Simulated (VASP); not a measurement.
# Sr2Sc (Fd-3m) in VASP: further runs

The runs below take Sr2Sc through single point, with PBE.

Program: VASP 6.6.1. These are calculated values, not measurements. Logs are shortened: lines on timing, memory, paths and dates and some standing lists are left out, and cuts for length are marked.

### 1 The cell of the first run

Symmetry: Fd-3m, No. 227, cubic system. The conventional cell has a = 8.801 Å, b = 8.801 Å, c = 8.801 Å, α = 90.00°, β = 90.00°, γ = 90.00°. Sr (site symmetry -3m) has 6 Sr at 3.11 Å and 6 Sc at 3.65 Å within 4.1 Å. Within 4.8 Å of Sc (site symmetry -43m) lie 12 Sr at 3.65 Å and 4 Sc at 3.81 Å.

### 2 Single point, PBE

The input, INCAR:

```
SYSTEM = Sr2Sc
  PREC = Accurate
  ENCUT = 520
  EDIFF = 1E-6
  ISMEAR = 0
  SIGMA = 0.1
  LREAL = .FALSE.
  LASPH = .TRUE.
  NELM = 100
  ALGO = Normal
  ISIF = 2
  LWAVE = .FALSE.
  LCHARG = .FALSE.
  GGA = PE
  NBANDS = 40
```

The input, KPOINTS:

```
Automatic mesh
0
G
  4 4 4
  0 0 0
```

The input, POSCAR:

```
Sr2Sc
1.0
    0.0000000000      4.4005717072      4.4005717072
    4.4005717072      0.0000000000      4.4005717072
    4.4005717072      4.4005717072      0.0000000000
Sr Sc
4 2
Direct
    0.6250000000      0.6250000000      0.6250000000
    0.1250000000      0.6250000000      0.6250000000
    0.6250000000      0.6250000000      0.1250000000
    0.6250000000      0.1250000000      0.6250000000
    0.0000000000      0.0000000000      0.0000000000
    0.2500000000      0.2500000000      0.2500000000
```

Potentials or basis: VASP PAW PBE potentials, release 64 (Sr_sv, Sc_sv).

Run with:

```bash
$ cat potpaw_PBE.64/Sr_sv/POTCAR potpaw_PBE.64/Sc_sv/POTCAR > POTCAR
$ mpirun -np 1 vasp_std > vasp.out
```

OUTCAR:

```text
SYSTEM = Sr2Sc
   PREC = Accurate
   ENCUT = 520
   EDIFF = 1E-6
   ISMEAR = 0
   LREAL = .FALSE.
   LASPH = .TRUE.
   NELM = 100
   ISIF = 2
   GGA = PE

 ion  position               nearest neighbor table
   1  0.625  0.625  0.625-   2 3.11   3 3.11   4 3.11   3 3.11   4 3.11   2 3.11   6 3.65   5 3.65
                             6 3.65   5 3.65   6 3.65   5 3.65
   2  0.125  0.625  0.625-   1 3.11   3 3.11   4 3.11   1 3.11   3 3.11   4 3.11   6 3.65   5 3.65
                             5 3.65   6 3.65   5 3.65   6 3.65
   3  0.625  0.625  0.125-   1 3.11   1 3.11   2 3.11   4 3.11   4 3.11   2 3.11   6 3.65   5 3.65
                             6 3.65   5 3.65   6 3.65   5 3.65
   4  0.625  0.125  0.625-   1 3.11   3 3.11   1 3.11   2 3.11   3 3.11   2 3.11   6 3.65   5 3.65
                             6 3.65   5 3.65   6 3.65   5 3.65
   5  0.000  0.000  0.000-   2 3.65   3 3.65   4 3.65   1 3.65   2 3.65   3 3.65   1 3.65   2 3.65
                             4 3.65   1 3.65   3 3.65   4 3.65
   6  0.250  0.250  0.250-   2 3.65   3 3.65   4 3.65   1 3.65   2 3.65   4 3.65   1 3.65   2 3.65
                             3 3.65   1 3.65   3 3.65   4 3.65

  LATTYP: Found a face centered cubic cell.
 ALAT       =     8.8011434144

  Lattice vectors:

 A1 = (   0.0000000000,   4.4005717072,   4.4005717072)
 A2 = (   4.4005717072,   0.0000000000,   4.4005717072)
 A3 = (   4.4005717072,   4.4005717072,   0.0000000000)

Analysis of symmetry for initial positions (statically):
=====================================================================
 Subroutine PRICEL returns:
 Original cell was already a primitive cell.

 Routine SETGRP: Setting up the symmetry group for a
 face centered cubic supercell.

 Subroutine GETGRP returns: Found 48 space group operations
 (whereof 24 operations were pure point group operations)
 out of a pool of 48 trial point group operations.

The static configuration has the point symmetry T_d .
 The point group associated with its full space group is O_h .

Analysis of symmetry for dynamics (positions and initial velocities):
=====================================================================
 Subroutine PRICEL returns:
 Original cell was already a primitive cell.

 Routine SETGRP: Setting up the symmetry group for a
 face centered cubic supercell.

 Subroutine GETGRP returns: Found 48 space group operations
 (whereof 24 operations were pure point group operations)
 out of a pool of 48 trial point group operations.

The dynamic configuration has the point symmetry T_d .
 The point group associated with its full space group is O_h .

[... 93 lines left out ...]
   IBRION =     -1    ionic relax: 0-MD 1-quasi-New 2-CG
   NFREE  =      0    steps in history (QN), initial steepest desc. (CG)
   ISIF   =      2    stress and relaxation
   ISYM   =      2    0-nonsym 1-usesym 2-fastsym
   POTIM  = 0.5000    time-step for ionic-motion
   TEBEG  =    0.0;   TEEND  =   0.0 temperature during run
   PSTRESS=    0.0 pullay stress
   NELECT =      62.0000    total number of electrons
   NUPDOWN=      -1.0000    fix difference up-down
   EMIN   =  10.00;   EMAX   =-10.00  energy-range for DOS
   EFERMI =   0.00;   METHOD = LEGACY
   ISMEAR =     0;   SIGMA  =   0.10  broadening in eV -4-tet -1-fermi 0-gaus
   EFERMI_NEDOS =   21; number of points for ismear=-14 and -15
   IALGO  =     38    algorithm
   IMIX   =      4    mixing-type and parameters
     AMIX     =   0.40;   BMIX     =  1.00
     AMIX_MAG =   1.60;   BMIX_MAG =  1.00
  volume/ion in A,a.u.               =      28.41       191.69
  Fermi-wavevector in a.u.,A,eV,Ry     =   1.168655  2.208438 18.582216  1.365754
  Thomas-Fermi vector in A             =   2.305139
   LORBIT       =      0    0 simple, 1 ext, 2 COOP (PROOUT), +10 PAW based schemes
   GGA     = PE    functional components
   LHFCALC =     F    Hartree Fock is set to
   AEXX    =    0.0000 exact exchange contribution
   IVDW    =     0    specifies the selected vdW correction
   LEPSILON=     F    determine dielectric tensor
   LRPA    =     F    only Hartree local field effects (RPA)
 non-spin polarized calculation
 Gauss-broadening in eV      SIGMA  =   0.10
  energy-cutoff  :      520.00
  volume of cell :      170.43
 maximum number of plane-waves:      4621
 NGX is ok and might be reduce to    48
   NGX = 23   NGY = 23   NGZ = 23

 number of electron      61.9999999 magnetization

 Free energy of the ion-electron system (eV)
  ---------------------------------------------------
  ext. energy  EPLUGINS =         0.00000000
  ---------------------------------------------------
  free energy    TOTEN  =       -12.48203401 eV

  energy without entropy =      -12.42945307  energy(sigma->0) =      -12.45574354

 E-fermi :   3.8380     XC(G=0):  -9.5532

 val. band max:        3.7990015321   @ k =  -0.2500   0.5000   0.2500
 cond. band min:       3.8735307271   @ k =  -0.2500   0.5000   0.2500
 fundamental gap:      0.0745291950
 Fermi energy:         3.8380120189

 k-point     1 :       0.0000    0.0000    0.0000
  band No.  band energies     occupation
      1     -46.2893      2.00000
      2     -46.2844      2.00000
      3     -31.8752      2.00000
      4     -31.4570      2.00000
      5     -31.4570      2.00000
      6     -31.4570      2.00000
[... 333 lines left out ...]
     39       5.5772      0.00000
     40       5.5778      0.00000

------------------------ aborting loop because EDIFF is reached ----------------------------------------

  FORCE on cell =-STRESS in cart. coord.  units (eV):
  Direction    XX          YY          ZZ          XY          YZ          ZX
  --------------------------------------------------------------------------------------
  -------------------------------------------------------------------------------------
  Total       13.5737138     13.5737138     13.5737138      0.0000000     -0.0000000      0.0000000
  in kB      127.6003805    127.6003805    127.6003805      0.0000000     -0.0000000      0.0000000
  external PRESSURE =     127.6003805 kB  Pullay stress =       0.0000000 kB

 VOLUME and BASIS-vectors are now :
 -----------------------------------------------------------------------------
  energy-cutoff  :      520.00
  volume of cell :      170.43
      direct lattice vectors                 reciprocal lattice vectors
     0.000000000  4.400571707  4.400571707    -0.113621600  0.113621600  0.113621600
     4.400571707  0.000000000  4.400571707     0.113621600 -0.113621600  0.113621600
     4.400571707  4.400571707  0.000000000     0.113621600  0.113621600 -0.113621600

 POSITION                                       TOTAL-FORCE (eV/Angst)
 -----------------------------------------------------------------------------------
      5.50071      5.50071      5.50071        -0.000000      0.000000     -0.000000
      5.50071      3.30043      3.30043        -0.000000      0.000000     -0.000000
      3.30043      3.30043      5.50071        -0.000000      0.000000     -0.000000
      3.30043      5.50071      3.30043        -0.000000      0.000000     -0.000000
      0.00000      0.00000      0.00000         0.000000      0.000000      0.000000
      2.20029      2.20029      2.20029         0.000000     -0.000000     -0.000000
 -----------------------------------------------------------------------------------
    total drift:                                0.000000      0.000000     -0.000000

  FREE ENERGIE OF THE ION-ELECTRON SYSTEM (eV)
  ---------------------------------------------------
  free  energy   TOTEN  =       -12.4820340069 eV

  energy  without entropy=      -12.4294530717  energy(sigma->0) =      -12.45574354
```

stdout:

```text
POSCAR found type information on POSCAR SrSc
 POSCAR found :  2 types and       6 ions
 scaLAPACK will be used
 LDA part: xc-table for (Slater+PW92), standard interpolation
 POSCAR, INCAR and KPOINTS ok, starting setup
 FFT: planning ... GRIDC
 FFT: planning ... GRID_SOFT
 FFT: planning ... GRID
 WAVECAR not read
 entering main loop
```

Run time: 48 s. Hardware: 1 thread of Intel Xeon 6975P-C (Granite Rapids), shared host; peak memory 0.32 GiB.

Results:

| Item | Value |
| --- | --- |
| Free energy | -12.4820 eV |
| Pressure | 12.8 GPa |
| Band gap on the k mesh | zero (band 31 reaches 3.98 eV, above the bottom of band 32 at 3.23 eV) |

Levels at points of the mesh, in eV from the Fermi level:
```tsv
k point	band 28	band 29	band 30	band 31	band 32	band 33	band 34	band 35
(0.00, 0.00, 0.00)	-0.89	-0.89	-0.61	-0.61	-0.61	0.48	0.48	0.77
(0.50, 0.00, 0.00)	-0.44	-0.44	-0.20	0.10	0.10	0.23	0.23	0.79
(0.50, 0.50, 0.00)	-0.98	-0.16	-0.16	0.14	0.14	0.27	0.27	0.60
```

### 3 Single point, PBE

This run uses another cell than the first one, of 42.41 Å³/atom, 1.493 times its volume.

The input, INCAR:

```
SYSTEM = Sr2Sc
PREC = Accurate ; ENCUT = 520
EDIFF = 1E-6 ; ISMEAR = 0
SIGMA = 0.1 ; LREAL = .FALSE.
LASPH = .TRUE. ; NELM = 100
ALGO = Fast ; ISIF = 2
LWAVE = .FALSE. ; LCHARG = .FALSE.
GGA = PE ; NBANDS = 40
```

The input, KPOINTS:

```
regular mesh
0
G
  4 4 4
  0 0 0
```

POSCAR: that of step 2 with these lines changed.

```diff
@@ -2,5 +2,5 @@
 1.0
-    0.0000000000      4.4005717072      4.4005717072
-    4.4005717072      0.0000000000      4.4005717072
-    4.4005717072      4.4005717072      0.0000000000
+    0.0000000000      5.0296447816      5.0296447816
+    5.0296447816      0.0000000000      5.0296447816
+    5.0296447816      5.0296447816      0.0000000000
 Sr Sc
```

Potentials or basis: VASP PAW PBE potentials, release 64 (Sr_sv, Sc_sv).

Run with:

```bash
$ cat potpaw_PBE.64/Sr_sv/POTCAR potpaw_PBE.64/Sc_sv/POTCAR > POTCAR
$ mpirun -np 1 vasp_std > vasp.out
```

OUTCAR:

```text
SYSTEM = Sr2Sc
   PREC = Accurate
   ENCUT = 520
   EDIFF = 1E-6
   ISMEAR = 0
   LREAL = .FALSE.
   LASPH = .TRUE.
   NELM = 100
   ISIF = 2
   GGA = PE

 ion  position               nearest neighbor table
   1  0.625  0.625  0.625-   2 3.56   3 3.56   4 3.56   3 3.56   4 3.56   2 3.56   6 4.17   5 4.17
                             6 4.17   5 4.17   6 4.17   5 4.17
   2  0.125  0.625  0.625-   1 3.56   3 3.56   4 3.56   1 3.56   3 3.56   4 3.56   5 4.17   6 4.17
                             5 4.17   6 4.17   6 4.17   5 4.17
   3  0.625  0.625  0.125-   1 3.56   1 3.56   2 3.56   4 3.56   4 3.56   2 3.56   6 4.17   5 4.17
[... 542 lines left out ...]
  -------------------------------------------------------------------------------------
  Total        0.1807597      0.1807597      0.1807597      0.0000000      0.0000000     -0.0000000
  in kB        1.1380734      1.1380734      1.1380734      0.0000000      0.0000000     -0.0000000
  external PRESSURE =       1.1380734 kB  Pullay stress =       0.0000000 kB

 VOLUME and BASIS-vectors are now :
 -----------------------------------------------------------------------------
  energy-cutoff  :      520.00
  volume of cell :      254.47
      direct lattice vectors                 reciprocal lattice vectors
     0.000000000  5.029644782  5.029644782    -0.099410599  0.099410599  0.099410599
     5.029644782  0.000000000  5.029644782     0.099410599 -0.099410599  0.099410599
     5.029644782  5.029644782  0.000000000     0.099410599  0.099410599 -0.099410599

 POSITION                                       TOTAL-FORCE (eV/Angst)
 -----------------------------------------------------------------------------------
      6.28706      6.28706      6.28706         0.000000     -0.000000     -0.000000
      6.28706      3.77223      3.77223         0.000000     -0.000000     -0.000000
      3.77223      3.77223      6.28706         0.000000     -0.000000     -0.000000
      3.77223      6.28706      3.77223         0.000000     -0.000000     -0.000000
      0.00000      0.00000      0.00000        -0.000000     -0.000000     -0.000000
      2.51482      2.51482      2.51482        -0.000000      0.000000      0.000000
 -----------------------------------------------------------------------------------
    total drift:                               -0.000000      0.000000      0.000000

  FREE ENERGIE OF THE ION-ELECTRON SYSTEM (eV)
  ---------------------------------------------------
  free  energy   TOTEN  =       -15.0193837607 eV

  energy  without entropy=      -14.9213223677  energy(sigma->0) =      -14.97035306
```

stdout:

```text
POSCAR found type information on POSCAR SrSc
 POSCAR found :  2 types and       6 ions
 scaLAPACK will be used
 LDA part: xc-table for (Slater+PW92), standard interpolation
 POSCAR, INCAR and KPOINTS ok, starting setup
 FFT: planning ... GRIDC
 FFT: planning ... GRID_SOFT
 FFT: planning ... GRID
 WAVECAR not read
 entering main loop
```

Run time: 4.3 min. Hardware: 1 thread of Intel Xeon 6975P-C (Granite Rapids), shared host; peak memory 0.42 GiB.

Results:

| Item | Value |
| --- | --- |
| Free energy | -15.0194 eV |
| Pressure | 0.1 GPa |
| Band gap on the k mesh | zero (band 31 reaches 2.17 eV, above the bottom of band 32 at 1.82 eV) |

Levels at points of the mesh, in eV from the Fermi level:
```tsv
k point	band 29	band 30	band 31	band 32	band 33	band 34
(0.00, 0.00, 0.00)	-0.59	-0.20	-0.20	-0.20	0.14	0.14
(0.50, 0.00, 0.00)	-0.57	0.00	0.00	0.02	0.27	0.27
(0.50, 0.50, 0.00)	-0.60	-0.60	0.15	0.15	0.22	0.22
```
